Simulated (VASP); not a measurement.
# BN (P6_3/mmc) in VASP: a series of runs

BN is run at these levels: PBEsol; tasks: single point.

Program: VASP 6.6.1. These are calculated values, not measurements. Logs are shortened: lines on timing, memory, paths and dates and some standing lists are left out, and cuts for length are marked.

## (1) The cell of the first run

It takes space group P6_3/mmc (No. 194, hexagonal). Conventional cell: a = 2.379 Å, b = 2.379 Å, c = 6.495 Å, α = 90.00°, β = 90.00°, γ = 120.00°. B (site symmetry -6m2) has 3 N at 1.37 Å within 1.8 Å. Within 1.8 Å of N (site symmetry -6m2) lie 3 B at 1.37 Å.

## (2) Single point, PBEsol (strain -0.050 along x and y, -0.025 along z)

Input file INCAR:

```
SYSTEM = BN
PREC = Accurate
ENCUT = 520
EDIFF = 1E-7
ISMEAR = 0
SIGMA = 0.05
LREAL = .FALSE.
LASPH = .TRUE.
NELM = 100
ALGO = Normal
ISIF = 2
LWAVE = .FALSE.
LCHARG = .TRUE.
GGA = PS
LELF = .TRUE.
LVHAR = .TRUE.
NBANDS = 16
```

Input file KPOINTS:

```
regular mesh
0
G
  12 12 4
  0 0 0
```

Input file POSCAR:

```
BN
1.0
    2.3787921191      0.0000000000      0.0000000000
   -1.1893960596      2.0600944054      0.0000000000
    0.0000000000      0.0000000000      6.4946700000
B N
2 2
Direct
    0.3333333333      0.6666666667      0.2500000000
    0.6666666667      0.3333333333      0.7500000000
    0.3333333333      0.6666666667      0.7500000000
    0.6666666667      0.3333333333      0.2500000000
```

Potentials or basis: VASP PAW PBE potentials, release 64 (B, N).

Run with:

```bash
> cat potpaw_PBE.64/B/POTCAR potpaw_PBE.64/N/POTCAR > POTCAR
> mpirun -np 1 vasp_std > vasp.out
```

OUTCAR:

```text
SYSTEM = BN
   PREC = Accurate
   ENCUT = 520
   EDIFF = 1E-7
   ISMEAR = 0
   LREAL = .FALSE.
   LASPH = .TRUE.
   NELM = 100
   ISIF = 2
   GGA = PS

 ion  position               nearest neighbor table
   1  0.333  0.667  0.250-   4 1.37   4 1.37   4 1.37
   2  0.667  0.333  0.750-   3 1.37   3 1.37   3 1.37
   3  0.333  0.667  0.750-   2 1.37   2 1.37   2 1.37
   4  0.667  0.333  0.250-   1 1.37   1 1.37   1 1.37

  LATTYP: Found a hexagonal cell.
 ALAT       =     2.3787921191
 C/A-ratio  =     2.7302385727

  Lattice vectors:

 A1 = (   2.3787921191,   0.0000000000,   0.0000000000)
 A2 = (  -1.1893960596,   2.0600944054,   0.0000000000)
 A3 = (   0.0000000000,   0.0000000000,   6.4946700000)

Analysis of symmetry for initial positions (statically):
=====================================================================
 Subroutine PRICEL returns:
 Original cell was already a primitive cell.

 Routine SETGRP: Setting up the symmetry group for a
 hexagonal supercell.

 Subroutine GETGRP returns: Found 24 space group operations
 (whereof 12 operations were pure point group operations)
 out of a pool of 24 trial point group operations.

The static configuration has the point symmetry D_3d.
 The point group associated with its full space group is D_6h.

Analysis of symmetry for dynamics (positions and initial velocities):
=====================================================================
 Subroutine PRICEL returns:
 Original cell was already a primitive cell.

 Routine SETGRP: Setting up the symmetry group for a
 hexagonal supercell.

 Subroutine GETGRP returns: Found 24 space group operations
 (whereof 12 operations were pure point group operations)
 out of a pool of 24 trial point group operations.

The dynamic configuration has the point symmetry D_3d.
 The point group associated with its full space group is D_6h.

 Subroutine INISYM returns: Found 24 space group operations
 (whereof 12 operations are pure point group operations),
 and found     1 'primitive' translations

----------------------------------------------------------------------------------------

                                     Primitive cell

  volume of cell :      31.8274

  direct lattice vectors                    reciprocal lattice vectors
     2.378792119  0.000000000  0.000000000     0.420381416  0.242707324  0.000000000
    -1.189396060  2.060094405  0.000000000     0.000000000  0.485414648  0.000000000
     0.000000000  0.000000000  6.494670000     0.000000000  0.000000000  0.153972411

  length of vectors
     2.378792119  2.378792119  6.494670000     0.485414648  0.485414648  0.153972411

  position of ions in fractional coordinates (direct lattice)
     0.333333333  0.666666667  0.250000000
     0.666666667  0.333333333  0.750000000
     0.333333333  0.666666667  0.750000000
     0.666666667  0.333333333  0.250000000

  ion indices of the primitive-cell ions
   primitive index   ion index
                 1           1
                 2           2
                 3           3
                 4           4

----------------------------------------------------------------------------------------

 KPOINTS: regular mesh

Automatic generation of k-mesh.
 Grid dimensions read from file:
 generate k-points for:   12   12    4

 Generating k-lattice:

  Cartesian coordinates                     Fractional coordinates (reciprocal lattice)
     0.035031785  0.020225610  0.000000000     0.083333333  0.000000000  0.000000000
     0.000000000  0.040451221  0.000000000     0.000000000  0.083333333  0.000000000
     0.000000000  0.000000000  0.038493103     0.000000000  0.000000000  0.250000000

  Length of vectors
     0.040451221  0.040451221  0.038493103

  Shift w.r.t. Gamma in fractional coordinates (k-lattice)
     0.000000000  0.000000000  0.000000000

 Subroutine IBZKPT returns following result:
 ===========================================

 Found     57 irreducible k-points:

 Following reciprocal coordinates:
            Coordinates               Weight
  0.000000  0.000000  0.000000      1.000000
  0.083333  0.000000  0.000000      6.000000
  0.166667  0.000000  0.000000      6.000000
  0.250000  0.000000  0.000000      6.000000
  0.333333  0.000000  0.000000      6.000000
  0.416667  0.000000  0.000000      6.000000
[... 16 lines left out ...]
  0.250000  0.000000  0.250000     12.000000
  0.333333  0.000000  0.250000     12.000000
 [... further k-points ...]
   k-points           NKPTS =     57   k-points in BZ     NKDIM =     57   number of bands    NBANDS=     16
   number of dos      NEDOS =    301   number of ions     NIONS =      4
   total plane-waves  NPLWV =  15552
   dimension x,y,z NGX =    18 NGY =   18 NGZ =   48
   dimension x,y,z NGXF=    36 NGYF=   36 NGZF=   96
   ions per type =               2   2
   NGX,Y,Z   is equivalent  to a cutoff of  12.58, 12.58, 12.29 a.u.
   NGXF,Y,Z  is equivalent  to a cutoff of  25.16, 25.16, 24.57 a.u.
 SYSTEM =  BN
   PREC   = accura    normal or accurate (medium, high low for compatibility)
   ISTART =      0    job   : 0-new  1-cont  2-samecut
   ICHARG =      2    charge: 1-file 2-atom 10-const
   ISPIN  =      1    spin polarized calculation?
   LNONCOLLINEAR =      F non collinear calculations
   LSORBIT =      F    spin-orbit coupling
   LASPH  =      T    aspherical Exc in radial PAW
   ENCUT  =  520.0 eV  38.22 Ry    6.18 a.u.   4.42  4.42 12.08*2*pi/ulx,y,z
   NELM   =    100;   NELMIN=  2; NELMDL= -5     # of ELM steps
   EDIFF  = 0.1E-06   stopping-criterion for ELM
   LREAL  =      F    real-space projection
   EDIFFG = 0.1E-05   stopping-criterion for IOM
   NSW    =      0    number of steps for IOM
   IBRION =     -1    ionic relax: 0-MD 1-quasi-New 2-CG
   NFREE  =      0    steps in history (QN), initial steepest desc. (CG)
   ISIF   =      2    stress and relaxation
   ISYM   =      2    0-nonsym 1-usesym 2-fastsym
   POTIM  = 0.5000    time-step for ionic-motion
   TEBEG  =    0.0;   TEEND  =   0.0 temperature during run
   PSTRESS=    0.0 pullay stress
   NELECT =      16.0000    total number of electrons
   NUPDOWN=      -1.0000    fix difference up-down
   EMIN   =  10.00;   EMAX   =-10.00  energy-range for DOS
   EFERMI =   0.00;   METHOD = LEGACY
   ISMEAR =     0;   SIGMA  =   0.05  broadening in eV -4-tet -1-fermi 0-gaus
   EFERMI_NEDOS =   21; number of points for ismear=-14 and -15
   IALGO  =     38    algorithm
   IMIX   =      4    mixing-type and parameters
     AMIX     =   0.40;   BMIX     =  1.00
     AMIX_MAG =   1.60;   BMIX_MAG =  1.00
  volume/ion in A,a.u.               =       7.96        53.70
  Fermi-wavevector in a.u.,A,eV,Ry     =   1.301711  2.459877 23.054414  1.694452
  Thomas-Fermi vector in A             =   2.432827
   LORBIT       =      0    0 simple, 1 ext, 2 COOP (PROOUT), +10 PAW based schemes
   GGA     = PS    functional components
   LHFCALC =     F    Hartree Fock is set to
   AEXX    =    0.0000 exact exchange contribution
   IVDW    =     0    specifies the selected vdW correction
   LEPSILON=     F    determine dielectric tensor
   LRPA    =     F    only Hartree local field effects (RPA)
 non-spin polarized calculation
 Gauss-broadening in eV      SIGMA  =   0.05
  energy-cutoff  :      520.00
  volume of cell :       31.83
 maximum number of plane-waves:       888
 NGX is ok and might be reduce to    18
   NGX =  9   NGY =  9   NGZ = 25

 number of electron      16.0000005 magnetization

 Free energy of the ion-electron system (eV)
  ---------------------------------------------------
  ext. energy  EPLUGINS =         0.00000000
  ---------------------------------------------------
  free energy    TOTEN  =       -35.84280000 eV

  energy without entropy =      -35.84280000  energy(sigma->0) =      -35.84280000

 E-fermi :   3.3790     XC(G=0): -10.7747

 val. band max:        3.0680442001   @ k =   0.3333   0.3333   0.5000
 cond. band min:       7.4199707688   @ k =   0.5000   0.0000   0.0000
 fundamental gap:      4.3519265688
 Fermi energy:         3.3789559223

 k-point     1 :       0.0000    0.0000    0.0000
  band No.  band energies     occupation
      1     -15.6585      2.00000
      2     -15.3171      2.00000
      3      -4.1389      2.00000
      4      -1.8365      2.00000
      5       1.9757      2.00000
      6       1.9757      2.00000
[... 8 lines left out ...]
     15      17.9805      0.00000
     16      17.9882      0.00000

 k-point     2 :       0.0833    0.0000    0.0000
  band No.  band energies     occupation
      1     -15.5063      2.00000
      2     -15.1703      2.00000
      3      -3.9269      2.00000
      4      -1.6433      2.00000
      5       1.3752      2.00000
      6       1.4070      2.00000
[... 8 lines left out ...]
     15      17.3710      0.00000
     16      18.3473      0.00000

 k-point     3 :       0.1667    0.0000    0.0000
  band No.  band energies     occupation
      1     -15.0567      2.00000
      2     -14.7368      2.00000
      3      -3.2973      2.00000
      4      -1.0743      2.00000
      5      -0.1642      2.00000
      6      -0.1239      2.00000
[... 8 lines left out ...]
     15      18.5942      0.00000
     16      19.2960      0.00000

 k-point     4 :       0.2500    0.0000    0.0000
  band No.  band energies     occupation
      1     -14.3340      2.00000
      2     -14.0426      2.00000
      3      -2.2753      2.00000
      4      -2.1454      2.00000
      5      -2.0811      2.00000
      6      -0.1678      2.00000
[... 8 lines left out ...]
     15      20.3246      0.00000
     16      21.1196      0.00000

 k-point     5 :       0.3333    0.0000    0.0000
  band No.  band energies     occupation
      1     -13.4025      2.00000
      2     -13.1564      2.00000
      3      -4.1479      2.00000
      4      -4.0605      2.00000
      5      -0.9261      2.00000
      6      -0.6580      2.00000
[... 8 lines left out ...]
     15      20.4018      0.00000
     16      23.8281      0.00000

 k-point     6 :       0.4167    0.0000    0.0000
  band No.  band energies     occupation
      1     -12.4393      2.00000
      2     -12.2721      2.00000
      3      -5.7807      2.00000
      4      -5.6960      2.00000
      5      -1.1319      2.00000
      6      -1.0690      2.00000
[... 8 lines left out ...]
     15      19.2282      0.00000
     16      22.9208      0.00000
[... 267 lines left out ...]
 k-point    21 :       0.0833    0.0000    0.2500
  band No.  band energies     occupation
      1     -15.4600      2.00000
      2     -15.2226      2.00000
      3      -3.6483      2.00000
      4      -2.0571      2.00000
      5       1.3812      2.00000
      6       1.4049      2.00000
[... 8 lines left out ...]
     15      17.4455      0.00000
     16      18.0376      0.00000

 k-point    22 :       0.1667    0.0000    0.2500
  band No.  band energies     occupation
      1     -15.0124      2.00000
      2     -14.7864      2.00000
      3      -3.0270      2.00000
      4      -1.4817      2.00000
      5      -0.1540      2.00000
      6      -0.1187      2.00000
[... 8 lines left out ...]
     15      18.4892      0.00000
     16      18.5757      0.00000

 k-point    23 :       0.2500    0.0000    0.2500
  band No.  band energies     occupation
      1     -14.2935      2.00000
      2     -14.0876      2.00000
      3      -2.2012      2.00000
      4      -2.1001      2.00000
      5      -1.9470      2.00000
      6      -0.5291      2.00000
[... 8 lines left out ...]
     15      21.1361      0.00000
     16      21.2264      0.00000

 k-point    24 :       0.3333    0.0000    0.2500
  band No.  band energies     occupation
      1     -13.3680      2.00000
      2     -13.1940      2.00000
      3      -4.1392      2.00000
      4      -4.0767      2.00000
      5      -0.6799      2.00000
      6      -0.6491      2.00000
[... 8 lines left out ...]
     15      21.4476      0.00000
     16      23.4114      0.00000

 [... further k-points ...]

------------------------ aborting loop because EDIFF is reached ----------------------------------------

  FORCE on cell =-STRESS in cart. coord.  units (eV):
  Direction    XX          YY          ZZ          XY          YZ          ZX
  --------------------------------------------------------------------------------------
  -------------------------------------------------------------------------------------
  Total       14.2466115     14.2466115      0.3251093     -0.0000000      0.0000000      0.0000000
  in kB      717.1689222    717.1689222     16.3658742     -0.0000000      0.0000000      0.0000000
  external PRESSURE =     483.5679062 kB  Pullay stress =       0.0000000 kB

 VOLUME and BASIS-vectors are now :
 -----------------------------------------------------------------------------
  energy-cutoff  :      520.00
  volume of cell :       31.83
      direct lattice vectors                 reciprocal lattice vectors
     2.378792119  0.000000000  0.000000000     0.420381416  0.242707324  0.000000000
    -1.189396060  2.060094405  0.000000000     0.000000000  0.485414648  0.000000000
     0.000000000  0.000000000  6.494670000     0.000000000  0.000000000  0.153972411

 POSITION                                       TOTAL-FORCE (eV/Angst)
 -----------------------------------------------------------------------------------
     -0.00000      1.37340      1.62367        -0.000000      0.000000      0.000000
      1.18940      0.68670      4.87100         0.000000     -0.000000      0.000000
     -0.00000      1.37340      4.87100         0.000000     -0.000000      0.000000
      1.18940      0.68670      1.62367        -0.000000      0.000000      0.000000
 -----------------------------------------------------------------------------------
    total drift:                               -0.000000      0.000000      0.000000

  FREE ENERGIE OF THE ION-ELECTRON SYSTEM (eV)
  ---------------------------------------------------
  free  energy   TOTEN  =       -35.8428000000 eV

  energy  without entropy=      -35.8428000000  energy(sigma->0) =      -35.84280000
```

Run time: 24 s. Hardware: 1 thread of AMD EPYC 7R43 (Zen 3), shared host; peak memory 0.11 GiB.

What came out:

```yaml
Free_energy: -35.8428 eV
Pressure: 48.4 GPa
Band_gap_on_the_k_mesh: 4.35 eV, indirect (least direct gap 4.91 eV)
```

Stress tensor (GPa, compression positive):
```
71.72  0.00  0.00
 0.00 71.72  0.00
 0.00  0.00  1.64
```

Levels at points of the mesh, in eV from the valence-band top:
```
           k point  band 4  band 5  band 6  band 7  band 8  band 9  band 10  band 11  band 12  band 13
(0.00, 0.00, 0.00)   -4.90   -1.09   -1.09   -1.06   -1.06    5.09    10.88    12.83    12.83    12.96
(0.50, 0.00, 0.00)   -9.48   -4.36   -4.30   -1.66   -0.56    4.35     5.98    10.82    11.61    13.12
(0.00, 0.00, 0.50)   -6.19   -1.07   -1.07   -1.07   -1.07    7.76     7.76    12.90    12.90    12.90
(0.50, 0.00, 0.50)   -9.51   -4.33   -4.33   -1.09   -1.09    4.91     4.91    11.50    11.50    14.31
```

Caveat: the cell differs from its parent crystal (strain -0.050 along x and y, -0.025 along z); the PAW data sets were made with another functional, which shifts forces and pressure a little.

[end of part 1 of 2]
